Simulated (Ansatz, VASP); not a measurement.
**One calculation of CdS, two programs**

The input INCAR:

```
SYSTEM = CdS
PREC = Accurate
ENCUT = 520
EDIFF = 1E-6
ISMEAR = -1
SIGMA = 0.01
LREAL = .FALSE.
LASPH = .TRUE.
NELM = 60
ALGO = Normal
ISIF = 2
LWAVE = .FALSE.
LCHARG = .FALSE.
GGA = PE
NBANDS = 16
```

KPOINTS

```
regular mesh
0
G
  8 8 8
  0 0 0
```

File POSCAR:

```
CdS
1.0
    0.0000000000      2.9292720848      2.9292720848
    2.9292720848      0.0000000000      2.9292720848
    2.9292720848      2.9292720848      0.0000000000
Cd S
1 1
Direct
    0.0000000000      0.0000000000      0.0000000000
    0.7500000000      0.7500000000      0.7500000000
```

Input for Ansatz:

```yaml
crystal:
  lattice:
    - [0.0, 2.9292720848, 2.9292720848]
    - [2.9292720848, 0.0, 2.9292720848]
    - [2.9292720848, 2.9292720848, 0.0]
  atoms:
    - { symbol: Cd, position: [0.0, 0.0, 0.0] }
    - { symbol: S, position: [0.75, 0.75, 0.75] }
kpoints:
  mp_grid: { grid: [8, 8, 8] }
scf:
  occupations: { method: fermi_dirac, width: 0.01 }
hamiltonian:
  xc: pbe
  pseudopotentials: { kind: all_electron, lapw: { basis_error: 0.001 } }
output:
  forces: true
  stress: true
  eigenvalues: true
```

Change from the starting cell: volume scaled by 1.02.

Alike in both runs: task single point; functional PBE; k mesh 8 × 8 × 8; occupations fermi-dirac, width 0.01 eV; no spin polarisation.

```csv
,VASP,Ansatz
version,VASP 6.6.1,Ansatz 0.2.0
potentials or method,"VASP PAW PBE potentials, release 64 (Cd, S), cutoff 520 eV","all-electron LAPW, scalar-relativistic"
```

|  | VASP | Ansatz | Ansatz less VASP |
| --- | --- | --- | --- |
| gap on the k mesh at the Fermi level (eV) | 1.12 | 1.12 | -0.004 |
| pressure (GPa) | 2.3 | 2.0 | -0.31 |

Ansatz ran all-electron here, and VASP with PAW potentials.
